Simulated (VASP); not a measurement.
A run of VASP 6.6.1 is set up as follows.

INCAR

```
PREC     = Accurate       # precision mode
ENCUT    = 520            # plane-wave cutoff, eV
EDIFF    = 1E-6           # SCF threshold, eV
ISMEAR   = 0              # smearing method
SIGMA    = 0.15           # smearing width, eV
LREAL    = False          # projectors in reciprocal space
LASPH    = True           # aspherical terms in the spheres
NELM     = 100            # most SCF steps
ALGO     = Fast           # electronic algorithm
ISIF     = 2              # what is computed and relaxed
LWAVE    = False          # write WAVECAR
LCHARG   = True           # write CHGCAR
GGA      = PS             # functional
LELF     = True           # ELF
LVHAR    = True         
NBANDS   = 18             # bands
```

The input KPOINTS:

```
Automatic mesh
0
Gamma
  16 16 16
```

POSCAR

```
ZnAu
1.0
    3.1470000000      0.0000000000      0.0000000000
    0.0000000000      3.1470000000      0.0000000000
    0.0000000000      0.0000000000      3.1470000000
Zn Au
1 1
Direct
    0.5000000000      0.5000000000      0.5000000000
    0.0168519252     -0.0168519252      0.0000000000
```

Potentials or basis: VASP PAW PBE potentials, release 64 (Zn, Au).

Command:

```sh
$ cat potpaw_PBE.64/Zn/POTCAR potpaw_PBE.64/Au/POTCAR > POTCAR
$ mpirun -np 1 vasp_std > vasp.out
```

**Question.** What does it give for the pressure?

**Answer.** -2.0 GPa.

**Question.** Predict the largest force.

**Answer.** 0.259 eV/Å.

Stress tensor (GPa, compression positive):
```
-2.02 -0.28  0.00
-0.28 -2.02  0.00
 0.00  0.00 -1.90
```

Caveat: the cell differs from its parent crystal (all Au atoms moved +0.075 Å, as atom 2 along Cartesian [1 -1 0]); the PAW data sets were made with another functional, which shifts forces and pressure a little.
